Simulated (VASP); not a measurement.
# HfO2 (Fm-3m) in VASP: further runs

The runs below take HfO2 through single point, with PBE.

All numbers are computed with VASP 6.6.1; they aren't measurements. Logs are shortened: lines on timing, memory, paths and dates and some standing lists are left out, and cuts for length are marked.

**1. The cell of the first run**

The structure is cubic, space group Fm-3m (No. 225). Conventional cell: a = 4.987 Å, b = 4.987 Å, c = 4.987 Å, α = 90.00°, β = 90.00°, γ = 90.00°. Within 2.9 Å of Hf (site symmetry m-3m) lie 8 O at 2.16 Å. Within 2.9 Å of O (site symmetry -43m) lie 4 Hf at 2.16 Å and 6 O at 2.49 Å.

**2. Single point, PBE (strain -0.025 along x and y, -0.025 along z)**

INCAR reads:

```
SYSTEM = HfO2
PREC = Accurate
ENCUT = 520
EDIFF = 1E-6
ISMEAR = 0
SIGMA = 0.05
LREAL = .FALSE.
LASPH = .TRUE.
NELM = 80
ALGO = Normal
ISIF = 2
LWAVE = .FALSE.
LCHARG = .FALSE.
GGA = PE
NBANDS = 18
```

KPOINTS reads:

```
regular mesh
0
G
  8 8 8
  0 0 0
```

POSCAR reads:

```
HfO2
1.0
    0.0000000000      2.4935625000      2.4935625000
    2.4935625000      0.0000000000      2.4935625000
    2.4935625000      2.4935625000      0.0000000000
Hf O
1 2
Direct
    0.0000000000      0.0000000000      0.0000000000
    0.2500000000      0.2500000000      0.2500000000
    0.7500000000      0.7500000000      0.7500000000
```

Potentials or basis: VASP PAW PBE potentials, release 64 (Hf_pv, O).

Run with:

```sh
$ cat potpaw_PBE.64/Hf_pv/POTCAR potpaw_PBE.64/O/POTCAR > POTCAR
$ mpirun -np 1 vasp_std > vasp.out
```

OUTCAR:

```text
SYSTEM = HfO2
   PREC = Accurate
   ENCUT = 520
   EDIFF = 1E-6
   ISMEAR = 0
   LREAL = .FALSE.
   LASPH = .TRUE.
   NELM = 80
   ISIF = 2
   GGA = PE

 ion  position               nearest neighbor table
   1  0.000  0.000  0.000-   3 2.16   3 2.16   3 2.16   2 2.16   3 2.16   2 2.16   2 2.16   2 2.16

   2  0.250  0.250  0.250-   1 2.16   1 2.16   1 2.16   1 2.16
   3  0.750  0.750  0.750-   1 2.16   1 2.16   1 2.16   1 2.16

  LATTYP: Found a face centered cubic cell.
 ALAT       =     4.9871250000

  Lattice vectors:

 A1 = (   0.0000000000,   2.4935625000,   2.4935625000)
 A2 = (   2.4935625000,   0.0000000000,   2.4935625000)
 A3 = (   2.4935625000,   2.4935625000,   0.0000000000)

Analysis of symmetry for initial positions (statically):
=====================================================================
 Subroutine PRICEL returns:
 Original cell was already a primitive cell.

 Routine SETGRP: Setting up the symmetry group for a
 face centered cubic supercell.

 Subroutine GETGRP returns: Found 48 space group operations
 (whereof 48 operations were pure point group operations)
 out of a pool of 48 trial point group operations.

The static configuration has the point symmetry O_h .

Analysis of symmetry for dynamics (positions and initial velocities):
=====================================================================
 Subroutine PRICEL returns:
 Original cell was already a primitive cell.

 Routine SETGRP: Setting up the symmetry group for a
 face centered cubic supercell.

 Subroutine GETGRP returns: Found 48 space group operations
 (whereof 48 operations were pure point group operations)
 out of a pool of 48 trial point group operations.

The dynamic configuration has the point symmetry O_h .

 Subroutine INISYM returns: Found 48 space group operations
 (whereof 48 operations are pure point group operations),
 and found     1 'primitive' translations

----------------------------------------------------------------------------------------

                                     Primitive cell

  volume of cell :      31.0092

  direct lattice vectors                    reciprocal lattice vectors
     0.000000000  2.493562500  2.493562500    -0.200516330  0.200516330  0.200516330
     2.493562500  0.000000000  2.493562500     0.200516330 -0.200516330  0.200516330
     2.493562500  2.493562500  0.000000000     0.200516330  0.200516330 -0.200516330

  length of vectors
     3.526429906  3.526429906  3.526429906     0.347304471  0.347304471  0.347304471

  position of ions in fractional coordinates (direct lattice)
     0.000000000  0.000000000  0.000000000
     0.250000000  0.250000000  0.250000000
     0.750000000  0.750000000  0.750000000

  ion indices of the primitive-cell ions
   primitive index   ion index
                 1           1
                 2           2
                 3           3

----------------------------------------------------------------------------------------

 KPOINTS: regular mesh

Automatic generation of k-mesh.
 Grid dimensions read from file:
 generate k-points for:    8    8    8

 Generating k-lattice:

  Cartesian coordinates                     Fractional coordinates (reciprocal lattice)
    -0.025064541  0.025064541  0.025064541     0.125000000  0.000000000  0.000000000
     0.025064541 -0.025064541  0.025064541     0.000000000  0.125000000  0.000000000
     0.025064541  0.025064541 -0.025064541     0.000000000  0.000000000  0.125000000

  Length of vectors
     0.043413059  0.043413059  0.043413059

  Shift w.r.t. Gamma in fractional coordinates (k-lattice)
     0.000000000  0.000000000  0.000000000

 Subroutine IBZKPT returns following result:
 ===========================================

 Found     29 irreducible k-points:

 Following reciprocal coordinates:
            Coordinates               Weight
  0.000000  0.000000  0.000000      1.000000
  0.125000  0.000000  0.000000      8.000000
  0.250000  0.000000  0.000000      8.000000
  0.375000  0.000000  0.000000      8.000000
  0.500000  0.000000  0.000000      4.000000
  0.125000  0.125000  0.000000      6.000000
[... 16 lines left out ...]
  0.500000  0.250000  0.125000     48.000000
 -0.375000  0.250000  0.125000     24.000000
 [... further k-points ...]
   k-points           NKPTS =     29   k-points in BZ     NKDIM =     29   number of bands    NBANDS=     18
   number of dos      NEDOS =    301   number of ions     NIONS =      3
   total plane-waves  NPLWV =  21952
   dimension x,y,z NGX =    28 NGY =   28 NGZ =   28
   dimension x,y,z NGXF=    56 NGYF=   56 NGZF=   56
   ions per type =               1   2
   NGX,Y,Z   is equivalent  to a cutoff of  13.20, 13.20, 13.20 a.u.
   NGXF,Y,Z  is equivalent  to a cutoff of  26.40, 26.40, 26.40 a.u.
 SYSTEM =  HfO2
   PREC   = accura    normal or accurate (medium, high low for compatibility)
   ISTART =      0    job   : 0-new  1-cont  2-samecut
   ICHARG =      2    charge: 1-file 2-atom 10-const
   ISPIN  =      1    spin polarized calculation?
   LNONCOLLINEAR =      F non collinear calculations
   LSORBIT =      F    spin-orbit coupling
   LASPH  =      T    aspherical Exc in radial PAW
   ENCUT  =  520.0 eV  38.22 Ry    6.18 a.u.   6.56  6.56  6.56*2*pi/ulx,y,z
   NELM   =     80;   NELMIN=  2; NELMDL= -5     # of ELM steps
   EDIFF  = 0.1E-05   stopping-criterion for ELM
   LREAL  =      F    real-space projection
[... 7 lines left out ...]
   TEBEG  =    0.0;   TEEND  =   0.0 temperature during run
   PSTRESS=    0.0 pullay stress
   NELECT =      22.0000    total number of electrons
   NUPDOWN=      -1.0000    fix difference up-down
   EMIN   =  10.00;   EMAX   =-10.00  energy-range for DOS
   EFERMI =   0.00;   METHOD = LEGACY
   ISMEAR =     0;   SIGMA  =   0.05  broadening in eV -4-tet -1-fermi 0-gaus
   EFERMI_NEDOS =   21; number of points for ismear=-14 and -15
   IALGO  =     38    algorithm
   IMIX   =      4    mixing-type and parameters
     AMIX     =   0.40;   BMIX     =  1.00
     AMIX_MAG =   1.60;   BMIX_MAG =  1.00
  volume/ion in A,a.u.               =      10.34        69.75
  Fermi-wavevector in a.u.,A,eV,Ry     =   1.460110  2.759207 29.006535  2.131920
  Thomas-Fermi vector in A             =   2.576598
   LORBIT       =      0    0 simple, 1 ext, 2 COOP (PROOUT), +10 PAW based schemes
   GGA     = PE    functional components
   LHFCALC =     F    Hartree Fock is set to
   AEXX    =    0.0000 exact exchange contribution
   IVDW    =     0    specifies the selected vdW correction
   LEPSILON=     F    determine dielectric tensor
   LRPA    =     F    only Hartree local field effects (RPA)
 non-spin polarized calculation
 Gauss-broadening in eV      SIGMA  =   0.05
  energy-cutoff  :      520.00
  volume of cell :       31.01
 maximum number of plane-waves:       869
 NGX is ok and might be reduce to    28
   NGX = 13   NGY = 13   NGZ = 13

 number of electron      22.0000003 magnetization

 Free energy of the ion-electron system (eV)
  ---------------------------------------------------
  ext. energy  EPLUGINS =         0.00000000
  ---------------------------------------------------
  free energy    TOTEN  =       -30.17672207 eV

  energy without entropy =      -30.17672207  energy(sigma->0) =      -30.17672207

 E-fermi :   4.9729     XC(G=0): -12.1057

 val. band max:        4.7111473177   @ k =   0.5000   0.5000   0.0000
 cond. band min:       8.6461014980   @ k =   0.5000   0.5000   0.0000
 fundamental gap:      3.9349541803
 Fermi energy:         4.9728974499

 k-point     1 :       0.0000    0.0000    0.0000
  band No.  band energies     occupation
      1     -24.7498      2.00000
      2     -24.7498      2.00000
      3     -24.7498      2.00000
      4     -14.3361      2.00000
      5     -11.0501      2.00000
      6      -0.9431      2.00000
[... 10 lines left out ...]
     17      15.7721      0.00000
     18      18.7478      0.00000

 k-point     2 :       0.1250    0.0000    0.0000
  band No.  band energies     occupation
      1     -24.8362      2.00000
      2     -24.7590      2.00000
      3     -24.7590      2.00000
      4     -14.0999      2.00000
      5     -11.2414      2.00000
      6      -0.7829      2.00000
[... 10 lines left out ...]
     17      15.4752      0.00000
     18      18.4775      0.00000

 k-point     3 :       0.2500    0.0000    0.0000
  band No.  band energies     occupation
      1     -25.0345      2.00000
      2     -24.7809      2.00000
      3     -24.7809      2.00000
      4     -13.5522      2.00000
      5     -11.6105      2.00000
      6      -0.3892      2.00000
[... 10 lines left out ...]
     17      14.9524      0.00000
     18      17.9095      0.00000

 k-point     4 :       0.3750    0.0000    0.0000
  band No.  band energies     occupation
      1     -25.2203      2.00000
      2     -24.8026      2.00000
      3     -24.8026      2.00000
      4     -13.1220      2.00000
      5     -11.7712      2.00000
      6      -0.0042      2.00000
[... 10 lines left out ...]
     17      14.6772      0.00000
     18      17.5715      0.00000

 k-point     5 :       0.5000    0.0000    0.0000
  band No.  band energies     occupation
      1     -25.2940      2.00000
      2     -24.8116      2.00000
      3     -24.8116      2.00000
      4     -13.0300      2.00000
      5     -11.7246      2.00000
      6       0.1416      2.00000
[... 10 lines left out ...]
     17      14.6371      0.00000
     18      17.9940      0.00000

 k-point     6 :       0.1250    0.1250    0.0000
  band No.  band energies     occupation
      1     -24.8438      2.00000
      2     -24.7725      2.00000
      3     -24.7725      2.00000
      4     -14.0160      2.00000
      5     -11.3068      2.00000
      6      -0.7552      2.00000
[... 10 lines left out ...]
     17      15.4240      0.00000
     18      18.4567      0.00000

 k-point     7 :       0.2500    0.1250    0.0000
  band No.  band energies     occupation
      1     -24.9904      2.00000
      2     -24.7975      2.00000
      3     -24.7965      2.00000
      4     -13.5518      2.00000
      5     -11.6248      2.00000
      6      -0.4529      2.00000
[... 10 lines left out ...]
     17      15.0551      0.00000
     18      18.3489      0.00000

 k-point     8 :       0.3750    0.1250    0.0000
  band No.  band energies     occupation
      1     -25.1637      2.00000
      2     -24.8340      2.00000
      3     -24.8193      2.00000
      4     -13.0440      2.00000
      5     -11.8650      2.00000
      6      -0.1167      2.00000
[... 10 lines left out ...]
     17      15.2776      0.00000
     18      17.9179      0.00000
[... 229 lines left out ...]
     17      17.3121      0.00000
     18      18.4782      0.00000

 k-point    20 :      -0.3750    0.3750    0.0000
  band No.  band energies     occupation
      1     -25.2124      2.00000
      2     -25.0385      2.00000
      3     -24.8734      2.00000
      4     -12.3762      2.00000
      5     -12.0118      2.00000
      6      -1.3779      2.00000
[... 10 lines left out ...]
     17      17.7251      0.00000
     18      18.4602      0.00000

 k-point    21 :       0.5000    0.5000    0.0000
  band No.  band energies     occupation
      1     -25.3260      2.00000
      2     -24.9030      2.00000
      3     -24.9030      2.00000
      4     -12.4793      2.00000
      5     -11.8835      2.00000
      6      -2.0840      2.00000
[... 10 lines left out ...]
     17      18.4632      0.00000
     18      18.5719      0.00000

 k-point    22 :       0.3750    0.2500    0.1250
  band No.  band energies     occupation
      1     -25.0945      2.00000
      2     -24.8710      2.00000
      3     -24.8091      2.00000
      4     -13.0709      2.00000
      5     -11.8978      2.00000
      6      -0.3627      2.00000
[... 10 lines left out ...]
     17      15.0894      0.00000
     18      18.3963      0.00000

 k-point    23 :       0.5000    0.2500    0.1250
  band No.  band energies     occupation
      1     -25.1848      2.00000
      2     -24.9412      2.00000
      3     -24.8339      2.00000
      4     -12.6695      2.00000
      5     -12.0253      2.00000
      6      -0.3623      2.00000
[... 10 lines left out ...]
     17      15.9195      0.00000
     18      18.3496      0.00000

 k-point    24 :      -0.3750    0.2500    0.1250
  band No.  band energies     occupation
      1     -25.2199      2.00000
      2     -24.9694      2.00000
      3     -24.8462      2.00000
      4     -12.6081      2.00000
      5     -11.9531      2.00000
      6      -0.3624      2.00000
[... 10 lines left out ...]
     17      16.0248      0.00000
     18      18.3703      0.00000

 [... further k-points ...]

------------------------ aborting loop because EDIFF is reached ----------------------------------------

  FORCE on cell =-STRESS in cart. coord.  units (eV):
  Direction    XX          YY          ZZ          XY          YZ          ZX
  --------------------------------------------------------------------------------------
  -------------------------------------------------------------------------------------
  Total        2.7694855      2.7694855      2.7694855      0.0000000     -0.0000000      0.0000000
  in kB      143.0931730    143.0931730    143.0931730      0.0000000     -0.0000000      0.0000000
  external PRESSURE =     143.0931730 kB  Pullay stress =       0.0000000 kB

 VOLUME and BASIS-vectors are now :
 -----------------------------------------------------------------------------
  energy-cutoff  :      520.00
  volume of cell :       31.01
      direct lattice vectors                 reciprocal lattice vectors
     0.000000000  2.493562500  2.493562500    -0.200516330  0.200516330  0.200516330
     2.493562500  0.000000000  2.493562500     0.200516330 -0.200516330  0.200516330
     2.493562500  2.493562500  0.000000000     0.200516330  0.200516330 -0.200516330

 POSITION                                       TOTAL-FORCE (eV/Angst)
 -----------------------------------------------------------------------------------
      0.00000      0.00000      0.00000         0.000000     -0.000000      0.000000
      1.24678      1.24678      1.24678        -0.000000     -0.000000     -0.000000
      3.74034      3.74034      3.74034         0.000000      0.000000      0.000000
 -----------------------------------------------------------------------------------
    total drift:                                0.000000      0.000000      0.000000

  FREE ENERGIE OF THE ION-ELECTRON SYSTEM (eV)
  ---------------------------------------------------
  free  energy   TOTEN  =       -30.1767220692 eV

  energy  without entropy=      -30.1767220692  energy(sigma->0) =      -30.17672207
```

It took 26 s on 1 thread of Intel Xeon 6975P-C, shared host; peak memory 0.16 GiB.

Results:

* Free energy: -30.1767 eV
* Pressure: 14.3 GPa
* Band gap on the k mesh: 3.94 eV, direct

Caveat: the cell differs from its parent crystal (strain -0.025 along x and y, -0.025 along z); spin-orbit coupling is left out, which moves the levels of the heavy elements. A k mesh can miss the band edges.

**3. Single point, PBE (strain +0.025 along x and y, +0.025 along z)**

INCAR reads:

```
PREC = Accurate
ENCUT = 520
EDIFF = 1E-7
ISMEAR = 0
SIGMA = 0.05
LREAL = False
LASPH = True
NELM = 100
ALGO = Normal
ISIF = 2
LWAVE = False
LCHARG = False
GGA = PE
NBANDS = 18
```

KPOINTS reads:

```
Automatic mesh
0
Gamma
  8 8 8
```

POSCAR reads:

```
HfO2
1.0
    0.0000000000      2.6214375000      2.6214375000
    2.6214375000      0.0000000000      2.6214375000
    2.6214375000      2.6214375000      0.0000000000
Hf O
1 2
Direct
    0.0000000000      0.0000000000      0.0000000000
    0.2500000000      0.2500000000      0.2500000000
    0.7500000000      0.7500000000      0.7500000000
```

Potentials or basis: VASP PAW PBE potentials, release 64 (Hf_pv, O).

Run with:

```sh
$ cat potpaw_PBE.64/Hf_pv/POTCAR potpaw_PBE.64/O/POTCAR > POTCAR
$ mpirun -np 1 vasp_std > vasp.out
```

It took 34 s on 1 thread of Intel Xeon 6975P-C, shared host; peak memory 0.16 GiB.

It converged, with:

* Free energy: -30.0185 eV
* Pressure: -20.2 GPa
* Band gap on the k mesh: 3.52 eV, direct

Levels at points of the mesh, in eV from the valence-band top:
```
           k point  band 9  band 10  band 11  band 12  band 13  band 14
(0.00, 0.00, 0.00)   -0.56    -0.56    -0.56     3.62     3.62     5.04
(0.50, 0.00, 0.00)   -2.51    -1.71    -1.71     4.23     4.23     6.07
(0.50, 0.50, 0.00)   -1.37    -1.37     0.00     3.52     4.97     5.75
```

Caveat: the cell differs from its parent crystal (strain +0.025 along x and y, +0.025 along z); spin-orbit coupling is left out, which moves the levels of the heavy elements.
